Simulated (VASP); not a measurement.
# Ti2Ge5Ru (Pmmm) in VASP: notebook

Ti2Ge5Ru is run at these levels: PBE; tasks: single point, relaxation of cell and atoms.

Everything below comes from runs of VASP 6.6.1. Logs are shortened: lines on timing, memory, paths and dates and some standing lists are left out, and cuts for length are marked.

## Step 1: The cell of the first run

The structure is orthorhombic, space group Pmmm (No. 47). The conventional cell has a = 4.617 Å, b = 6.447 Å, c = 7.509 Å, α = 90.00°, β = 90.00°, γ = 90.00°. Within 3.1 Å of Ti (site symmetry mmm) lie 2 Ti at 2.31 Å and 4 Ge at 2.48 Å. Ti (site symmetry mmm) has 2 Ti at 2.31 Å within 3.1 Å. Ge (site symmetry m) has 3 Ti at 2.48 to 3.39 Å and 3 Ge at 2.49 to 2.99 Å and 2 Ru at 3.46 Å within 3.5 Å. Ge (site symmetry mmm) has 2 Ru at 2.31 Å and 4 Ge at 2.58 Å within 3.1 Å. Within 3.1 Å of Ru (site symmetry mmm) lie 2 Ge at 2.31 Å.

The cell was built from a structure type or drawn by symmetry, and may not be a known phase.

## Step 2: Single point, PBE

The input, INCAR:

```
PREC = Accurate ; ENCUT = 520
EDIFF = 1E-6 ; ISMEAR = 0
SIGMA = 0.2 ; LREAL = F
LASPH = T ; NELM = 100
ALGO = Normal ; ISIF = 2
LWAVE = F ; LCHARG = F
GGA = PE ; NBANDS = 64
```

The input, KPOINTS:

```
Automatic mesh
0
Gamma
  4 3 3
```

The input, POSCAR:

```
Ti2Ge5Ru
1.0
    4.6172678202      0.0000000000      0.0000000000
    0.0000000000      6.4466489425      0.0000000000
    0.0000000000      0.0000000000      7.5092248721
Ti Ge Ru
2 5 1
Direct
    0.0000000000      0.5000000000      0.5000000000
    0.5000000000      0.5000000000      0.5000000000
    0.0000000000      0.8070519288      0.3007391650
    0.0000000000      0.8070519288      0.6992608350
    0.0000000000      0.1929480712      0.6992608350
    0.0000000000      0.1929480712      0.3007391650
    0.0000000000      0.0000000000      0.0000000000
    0.5000000000      0.0000000000      0.0000000000
```

Potentials or basis: VASP PAW PBE potentials, release 64 (Ti_sv, Ge_d, Ru_pv).

Run with:

```bash
> cat potpaw_PBE.64/Ti_sv/POTCAR potpaw_PBE.64/Ge_d/POTCAR potpaw_PBE.64/Ru_pv/POTCAR > POTCAR
> mpirun -np 1 vasp_std > vasp.out
```

OUTCAR:

```text
PREC = Accurate
   ENCUT = 520
   EDIFF = 1E-6
   ISMEAR = 0
   LREAL = F
   LASPH = T
   NELM = 100
   ISIF = 2
   GGA = PE

 ion  position               nearest neighbor table
   1  0.000  0.500  0.500-   2 2.31   2 2.31   4 2.48   5 2.48   6 2.48   3 2.48
   2  0.500  0.500  0.500-   1 2.31   1 2.31
   3  0.000  0.807  0.301-   1 2.48   6 2.49   7 2.58
   4  0.000  0.807  0.699-   1 2.48   5 2.49   7 2.58
   5  0.000  0.193  0.699-   1 2.48   4 2.49   7 2.58
   6  0.000  0.193  0.301-   1 2.48   3 2.49   7 2.58
   7  0.000  0.000  0.000-   8 2.31   8 2.31   5 2.58   6 2.58   3 2.58   4 2.58
   8  0.500  0.000  0.000-   7 2.31   7 2.31

  LATTYP: Found a simple orthorhombic cell.
 ALAT       =     4.6172678202
 B/A-ratio  =     1.3962042475
 C/A-ratio  =     1.6263351325

  Lattice vectors:

 A1 = (   4.6172678202,   0.0000000000,   0.0000000000)
 A2 = (   0.0000000000,   6.4466489425,   0.0000000000)
 A3 = (   0.0000000000,   0.0000000000,   7.5092248721)

Analysis of symmetry for initial positions (statically):
=====================================================================
 Subroutine PRICEL returns:
 Original cell was already a primitive cell.

 Routine SETGRP: Setting up the symmetry group for a
 simple orthorhombic supercell.

 Subroutine GETGRP returns: Found  8 space group operations
 (whereof  8 operations were pure point group operations)
 out of a pool of  8 trial point group operations.

The static configuration has the point symmetry D_2h.

Analysis of symmetry for dynamics (positions and initial velocities):
=====================================================================
 Subroutine PRICEL returns:
 Original cell was already a primitive cell.

 Routine SETGRP: Setting up the symmetry group for a
 simple orthorhombic supercell.

 Subroutine GETGRP returns: Found  8 space group operations
 (whereof  8 operations were pure point group operations)
 out of a pool of  8 trial point group operations.

The dynamic configuration has the point symmetry D_2h.

 Subroutine INISYM returns: Found  8 space group operations
 (whereof  8 operations are pure point group operations),
 and found     1 'primitive' translations

----------------------------------------------------------------------------------------

                                     Primitive cell

  volume of cell :     223.5189

  direct lattice vectors                    reciprocal lattice vectors
     4.617267820  0.000000000  0.000000000     0.216578297  0.000000000  0.000000000
     0.000000000  6.446648943  0.000000000     0.000000000  0.155119351  0.000000000
     0.000000000  0.000000000  7.509224872     0.000000000  0.000000000  0.133169537

  length of vectors
     4.617267820  6.446648943  7.509224872     0.216578297  0.155119351  0.133169537

  position of ions in fractional coordinates (direct lattice)
     0.000000000  0.500000000  0.500000000
     0.500000000  0.500000000  0.500000000
     0.000000000  0.807051929  0.300739165
     0.000000000  0.807051929  0.699260835
     0.000000000  0.192948071  0.699260835
     0.000000000  0.192948071  0.300739165
     0.000000000  0.000000000  0.000000000
     0.500000000  0.000000000  0.000000000

  ion indices of the primitive-cell ions
   primitive index   ion index
                 1           1
                 2           2
                 3           3
                 4           4
                 5           5
                 6           6
                 7           7
                 8           8

----------------------------------------------------------------------------------------

 KPOINTS: Automatic mesh

Automatic generation of k-mesh.
 Grid dimensions read from file:
 generate k-points for:    4    3    3

 Generating k-lattice:

  Cartesian coordinates                     Fractional coordinates (reciprocal lattice)
     0.054144574  0.000000000  0.000000000     0.250000000  0.000000000  0.000000000
     0.000000000  0.051706450  0.000000000     0.000000000  0.333333333  0.000000000
     0.000000000  0.000000000  0.044389846     0.000000000  0.000000000  0.333333333

  Length of vectors
     0.054144574  0.051706450  0.044389846

  Shift w.r.t. Gamma in fractional coordinates (k-lattice)
     0.000000000  0.000000000  0.000000000

 Subroutine IBZKPT returns following result:
 ===========================================

 Found     12 irreducible k-points:

 Following reciprocal coordinates:
            Coordinates               Weight
  0.000000  0.000000  0.000000      1.000000
  0.250000  0.000000  0.000000      2.000000
  0.500000  0.000000  0.000000      1.000000
  0.000000  0.333333  0.000000      2.000000
  0.250000  0.333333  0.000000      4.000000
  0.500000  0.333333  0.000000      2.000000
  0.000000  0.000000  0.333333      2.000000
  0.250000  0.000000  0.333333      4.000000
  0.500000  0.000000  0.333333      2.000000
  0.000000  0.333333  0.333333      4.000000
  0.250000  0.333333  0.333333      8.000000
  0.500000  0.333333  0.333333      4.000000
   k-points           NKPTS =     12   k-points in BZ     NKDIM =     12   number of bands    NBANDS=     64
   number of dos      NEDOS =    301   number of ions     NIONS =      8
   total plane-waves  NPLWV =  96768
   dimension x,y,z NGX =    36 NGY =   48 NGZ =   56
   dimension x,y,z NGXF=    72 NGYF=   96 NGZF=  112
   ions per type =               2   5   1
   NGX,Y,Z   is equivalent  to a cutoff of  12.96, 12.38, 12.40 a.u.
   NGXF,Y,Z  is equivalent  to a cutoff of  25.92, 24.76, 24.80 a.u.
 SYSTEM =  unknown system
   PREC   = accura    normal or accurate (medium, high low for compatibility)
   ISTART =      0    job   : 0-new  1-cont  2-samecut
   ICHARG =      2    charge: 1-file 2-atom 10-const
   ISPIN  =      1    spin polarized calculation?
   LNONCOLLINEAR =      F non collinear calculations
   LSORBIT =      F    spin-orbit coupling
   LASPH  =      T    aspherical Exc in radial PAW
   ENCUT  =  520.0 eV  38.22 Ry    6.18 a.u.   8.59 11.99 13.96*2*pi/ulx,y,z
   NELM   =    100;   NELMIN=  2; NELMDL= -5     # of ELM steps
   EDIFF  = 0.1E-05   stopping-criterion for ELM
   LREAL  =      F    real-space projection
[... 7 lines left out ...]
   TEBEG  =    0.0;   TEEND  =   0.0 temperature during run
   PSTRESS=    0.0 pullay stress
[... 31 lines left out ...]
  ---------------------------------------------------
  ext. energy  EPLUGINS =         0.00000000
  ---------------------------------------------------
  free energy    TOTEN  =       -39.96602920 eV

  energy without entropy =      -39.77483164  energy(sigma->0) =      -39.87043042

 E-fermi :   3.1205     XC(G=0):  -8.8264

 val. band max:        3.0882640248   @ k =   0.0000   0.0000   0.0000
 cond. band min:       3.1293869797   @ k =   0.0000   0.3333   0.3333
 fundamental gap:      0.0411229549
 Fermi energy:         3.1204645795

 k-point     1 :       0.0000    0.0000    0.0000
  band No.  band energies     occupation
      1     -54.3094      2.00000
      2     -52.8870      2.00000
      3     -38.7804      2.00000
      4     -38.2993      2.00000
      5     -38.2738      2.00000
      6     -31.0272      2.00000
[... 56 lines left out ...]
     63       5.9280      0.00000
     64       6.1029      0.00000

 k-point     2 :       0.2500    0.0000    0.0000
  band No.  band energies     occupation
      1     -54.2942      2.00000
      2     -52.9077      2.00000
      3     -38.7870      2.00000
      4     -38.2995      2.00000
      5     -38.2739      2.00000
      6     -30.7519      2.00000
[... 56 lines left out ...]
     63       5.7532      0.00000
     64       6.0303      0.00000

 k-point     3 :       0.5000    0.0000    0.0000
  band No.  band energies     occupation
      1     -54.2786      2.00000
      2     -52.9288      2.00000
      3     -38.7935      2.00000
      4     -38.2996      2.00000
      5     -38.2741      2.00000
      6     -30.7181      2.00000
[... 56 lines left out ...]
     63       4.6478      0.00000
     64       5.2994      0.00000

 k-point     4 :       0.0000    0.3333    0.0000
  band No.  band energies     occupation
      1     -54.3094      2.00000
      2     -52.8870      2.00000
      3     -38.7804      2.00000
      4     -38.2993      2.00000
      5     -38.2738      2.00000
      6     -31.0272      2.00000
[... 56 lines left out ...]
     63       5.5679      0.00000
     64       6.1971      0.00000

 k-point     5 :       0.2500    0.3333    0.0000
  band No.  band energies     occupation
      1     -54.2942      2.00000
      2     -52.9077      2.00000
      3     -38.7870      2.00000
      4     -38.2995      2.00000
      5     -38.2739      2.00000
      6     -30.7519      2.00000
[... 56 lines left out ...]
     63       5.6469      0.00000
     64       5.8042      0.00000

 k-point     6 :       0.5000    0.3333    0.0000
  band No.  band energies     occupation
      1     -54.2786      2.00000
      2     -52.9288      2.00000
      3     -38.7935      2.00000
      4     -38.2996      2.00000
      5     -38.2741      2.00000
      6     -30.7181      2.00000
[... 56 lines left out ...]
     63       4.7364      0.00000
     64       5.4969      0.00000

 k-point     7 :       0.0000    0.0000    0.3333
  band No.  band energies     occupation
      1     -54.3094      2.00000
      2     -52.8870      2.00000
      3     -38.7804      2.00000
      4     -38.2993      2.00000
      5     -38.2738      2.00000
      6     -31.0272      2.00000
[... 56 lines left out ...]
     63       6.0392      0.00000
     64       6.0869      0.00000

 k-point     8 :       0.2500    0.0000    0.3333
  band No.  band energies     occupation
      1     -54.2942      2.00000
      2     -52.9077      2.00000
      3     -38.7870      2.00000
      4     -38.2995      2.00000
      5     -38.2739      2.00000
      6     -30.7519      2.00000
[... 56 lines left out ...]
     63       5.7446      0.00000
     64       6.1995      0.00000

 k-point     9 :       0.5000    0.0000    0.3333
  band No.  band energies     occupation
      1     -54.2786      2.00000
      2     -52.9288      2.00000
      3     -38.7935      2.00000
      4     -38.2996      2.00000
      5     -38.2741      2.00000
      6     -30.7181      2.00000
[... 56 lines left out ...]
     63       4.8429      0.00000
     64       5.1415      0.00000

 k-point    10 :       0.0000    0.3333    0.3333
  band No.  band energies     occupation
      1     -54.3094      2.00000
      2     -52.8870      2.00000
      3     -38.7804      2.00000
      4     -38.2993      2.00000
      5     -38.2738      2.00000
      6     -31.0272      2.00000
[... 56 lines left out ...]
     63       5.7993      0.00000
     64       6.0111      0.00000

 k-point    11 :       0.2500    0.3333    0.3333
  band No.  band energies     occupation
      1     -54.2942      2.00000
      2     -52.9077      2.00000
      3     -38.7870      2.00000
      4     -38.2995      2.00000
      5     -38.2739      2.00000
      6     -30.7519      2.00000
[... 56 lines left out ...]
     63       5.6689      0.00000
     64       5.9073      0.00000

 k-point    12 :       0.5000    0.3333    0.3333
  band No.  band energies     occupation
      1     -54.2786      2.00000
      2     -52.9288      2.00000
      3     -38.7935      2.00000
      4     -38.2996      2.00000
      5     -38.2741      2.00000
      6     -30.7181      2.00000
[... 56 lines left out ...]
     63       5.0417      0.00000
     64       5.2325      0.00000

------------------------ aborting loop because EDIFF is reached ----------------------------------------

  FORCE on cell =-STRESS in cart. coord.  units (eV):
  Direction    XX          YY          ZZ          XY          YZ          ZX
  --------------------------------------------------------------------------------------
  -------------------------------------------------------------------------------------
  Total        0.1936566     -0.0850650     -0.0370802      0.0000000      0.0000000      0.0000000
  in kB        1.3881257     -0.6097437     -0.2657899      0.0000000      0.0000000      0.0000000
  external PRESSURE =       0.1708640 kB  Pullay stress =       0.0000000 kB

 VOLUME and BASIS-vectors are now :
 -----------------------------------------------------------------------------
  energy-cutoff  :      520.00
  volume of cell :      223.52
      direct lattice vectors                 reciprocal lattice vectors
     4.617267820  0.000000000  0.000000000     0.216578297  0.000000000  0.000000000
     0.000000000  6.446648943  0.000000000     0.000000000  0.155119351  0.000000000
     0.000000000  0.000000000  7.509224872     0.000000000  0.000000000  0.133169537

 POSITION                                       TOTAL-FORCE (eV/Angst)
 -----------------------------------------------------------------------------------
      0.00000      3.22332      3.75461         0.000000      0.000000      0.000000
      2.30863      3.22332      3.75461         0.000000      0.000000      0.000000
      0.00000      5.20278      2.25832         0.000000      0.050110      0.011796
      0.00000      5.20278      5.25091         0.000000      0.050110     -0.011796
      0.00000      1.24387      5.25091        -0.000000     -0.050110     -0.011796
      0.00000      1.24387      2.25832         0.000000     -0.050110      0.011796
      0.00000      0.00000      0.00000         0.000000      0.000000      0.000000
      2.30863      0.00000      0.00000         0.000000      0.000000      0.000000
 -----------------------------------------------------------------------------------
    total drift:                                0.000000      0.000000      0.000000

  FREE ENERGIE OF THE ION-ELECTRON SYSTEM (eV)
  ---------------------------------------------------
  free  energy   TOTEN  =       -39.9660291958 eV

  energy  without entropy=      -39.7748316369  energy(sigma->0) =      -39.87043042
```

Wall time 2.6 min (1 thread of Intel Xeon Platinum 8488C (Sapphire Rapids), shared host); peak memory 0.38 GiB.

What came out:

- Free energy: -39.9660 eV
- Pressure: 0.0 GPa
- Largest force: 0.051 eV/Å
- Band gap on the k mesh: zero (bands 54 and 55 overlap by 0.28 eV)

Forces in eV/Å, atoms in the order of the input:
```
Ti   0.000  0.000  0.000
Ti   0.000  0.000  0.000
Ge   0.000  0.050  0.012
Ge   0.000  0.050 -0.012
Ge   0.000 -0.050 -0.012
Ge   0.000 -0.050  0.012
Ge   0.000  0.000  0.000
Ru   0.000  0.000  0.000
```

Levels at points of the mesh, in eV from the Fermi level:
```csv
k point,band 51,band 52,band 53,band 54,band 55,band 56,band 57,band 58
"(0.00, 0.00, 0.00)",-1.01,-0.53,-0.23,-0.03,0.12,0.49,1.06,1.22
"(0.50, 0.00, 0.00)",-0.53,-0.31,0.13,0.17,0.26,0.55,0.67,0.94
```

## Step 3: Relaxation of cell and atoms, PBE

This run uses another cell than the first one, of 19.08 Å³/atom.

The input, INCAR:

```
PREC     = Accurate       # precision mode
ENCUT    = 600            # plane-wave cutoff, eV
EDIFF    = 1E-7           # SCF threshold, eV
ISMEAR   = 0              # smearing method
SIGMA    = 0.2            # smearing width, eV
LREAL    = F              # projectors in reciprocal space
LASPH    = T              # aspherical terms in the spheres
NELM     = 60             # most SCF steps
ALGO     = Normal         # electronic algorithm
ISIF     = 3              # what is computed and relaxed
LWAVE    = F              # write WAVECAR
LCHARG   = F              # write CHGCAR
GGA      = PE             # functional
IBRION   = 2              # ionic algorithm
NSW      = 36             # ionic steps
EDIFFG   = -0.08          # ionic threshold
```

The input, KPOINTS:

```
regular mesh
0
Gamma
  4 3 3
```

The input, POSCAR:

```
Ti2Ge5Ru
1.0
    4.3682316000      0.0000000000      0.0000000000
    0.0000000000      5.0947995400      0.0000000000
    0.0000000000      0.0000000000      6.8569028200
Ti Ge Ru
2 5 1
Direct
    0.0000000000      0.5000000000      0.5000000000
    0.5000000000      0.5000000000      0.5000000000
    0.0000000000      0.7434803200      0.2571554300
    0.0000000000      0.7434803200      0.7428445700
    0.0000000000      0.2565196800      0.7428445700
    0.0000000000      0.2565196800      0.2571554300
    0.0000000000      0.0000000000      0.0000000000
    0.5000000000      0.0000000000      0.0000000000
```

Potentials or basis: VASP PAW PBE potentials, release 64 (Ti_sv, Ge_d, Ru_pv).

Run with:

```bash
> cat potpaw_PBE.64/Ti_sv/POTCAR potpaw_PBE.64/Ge_d/POTCAR potpaw_PBE.64/Ru_pv/POTCAR > POTCAR
> mpirun -np 1 vasp_std > vasp.out
```

It took 37 min on 1 thread of Intel Xeon Platinum 8488C (Sapphire Rapids), shared host; peak memory 0.36 GiB.

The run converged. Its results:

```
Free energy                           : -39.9158 eV
Relaxed volume                        : 27.88 Å³/atom
Relaxed cell                          : a = 4.621 Å, b = 6.380 Å, c = 7.565 Å, α = 90.00°, β = 90.00°, γ = 90.00°
Space group after relaxing (to 0.1 Å) : Pmmm (No. 47)
Energy gained by relaxing             : 898.3 meV/atom
Ionic steps                           : 22
Pressure after relaxing               : 0.0 GPa
Largest force after relaxing          : 0.036 eV/Å
Band gap on the k mesh                : zero (bands 54 and 55 overlap by 0.28 eV)
```

Forces in eV/Å, atoms in the order of the input:
```
Ti   0.000  0.000  0.000
Ti   0.000  0.000  0.000
Ge   0.000  0.036 -0.007
Ge   0.000  0.036  0.007
Ge   0.000 -0.036  0.007
Ge   0.000 -0.036 -0.007
Ge   0.000  0.000  0.000
Ru   0.000  0.000  0.000
```

Stress tensor (GPa, compression positive):
```
-0.10  0.00  0.00
 0.00  0.29  0.00
 0.00  0.00 -0.11
```

Step by step:
```csv
step,energy change (eV),largest force (eV/Å),pressure (GPa),volume (Å³)
1,0.0000,3.3242,39.03,152.60
2,-4.4345,0.6675,-7.26,278.08
3,-6.5231,0.6330,-0.05,213.81
4,-6.5230,0.6201,0.28,212.46
5,-6.5858,0.3971,0.17,213.22
6,-6.5969,0.3683,0.16,213.70
7,-6.6396,0.4084,-0.12,214.95
8,-6.6814,0.5856,-0.58,217.67
9,-6.7065,0.5869,-0.52,217.62
10,-6.7827,0.5705,-0.30,217.49
11,-6.9277,0.3927,0.25,217.21
12,-6.8891,1.2959,2.29,216.58
13,-6.9916,0.1136,0.71,217.02
14,-7.0043,0.3121,1.25,216.84
15,-7.0065,0.1651,1.07,216.90
16,-7.0601,0.3372,0.90,218.83
17,-7.0811,0.6692,0.75,221.55
18,-7.1352,0.3442,-0.01,224.43
19,-7.1483,0.1466,-0.59,226.91
20,-7.1708,0.0776,-0.43,225.69
21,-7.1838,0.0299,-0.14,223.82
22,-7.1865,0.0361,0.03,223.01
```

Final structure:
```xyz
8
Lattice="4.6205 0.0000 0.0000 0.0000 6.3799 0.0000 0.0000 0.0000 7.5653" Properties=species:S:1:pos:R:3 pbc="T T T"
Ti    0.0000    3.1900    3.7826
Ti    2.3103    3.1900    3.7826
Ge    4.6205    5.1459    2.2677
Ge    4.6205    5.1459    5.2976
Ge    0.0000    1.2340    5.2976
Ge    0.0000    1.2340    2.2677
Ge    0.0000    6.3799    0.0000
Ru    2.3103    6.3799    0.0000
```

Levels at points of the mesh, in eV from the Fermi level:
```tsv
k point	band 51	band 52	band 53	band 54	band 55	band 56	band 57	band 58
(0.00, 0.00, 0.00)	-1.00	-0.53	-0.24	-0.14	0.12	0.50	1.05	1.22
(0.50, 0.00, 0.00)	-0.55	-0.31	0.12	0.18	0.25	0.55	0.68	0.94
```

Caveat: the k points lie up to 0.34 Å⁻¹ apart in the final cell; the volume moved by over 15 % at a fixed basis, so the end points are rough; the relaxation stopped at a loose force limit of 0.08 eV/Å, so its end isn't a converged minimum.
